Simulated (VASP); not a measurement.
A run of VASP 6.6.1:

File INCAR:

```
SYSTEM = Mo
PREC = Accurate
ENCUT = 520
EDIFF = 1E-6
ISMEAR = 0
SIGMA = 0.15
LREAL = .False.
LASPH = .True.
NELM = 60
ALGO = Fast
ISIF = 2
LWAVE = .False.
LCHARG = .False.
GGA = PE
NBANDS = 13
```

File KPOINTS:

```
Automatic mesh
0
Gamma
  22 22 22
  0 0 0
```

File POSCAR:

```
Mo
1.0
    0.0000000000      2.0717902012      1.9060469851
    2.0717902012      0.0000000000      1.9060469851
    2.0717902012      2.0717902012      0.0000000000
Mo
1
Direct
    0.0000000000      0.0000000000      0.0000000000
```

Potentials or basis: VASP PAW PBE potentials, release 64 (Mo_sv).

Command:

```bash
$ cat potpaw_PBE.64/Mo_sv/POTCAR > POTCAR
$ mpirun -np 1 vasp_std > vasp.out
```

Hardware: 1 thread of AMD EPYC 9R45 96-Core Processor (Zen 5) (shared host).

Task: How long does it take, and how much memory?

Result: It took 89 s on 1 thread of AMD EPYC 9R45 96-Core Processor (Zen 5), with other jobs on the host, peak memory 0.24 GiB. Counts: scf iterations 12, k points 834.
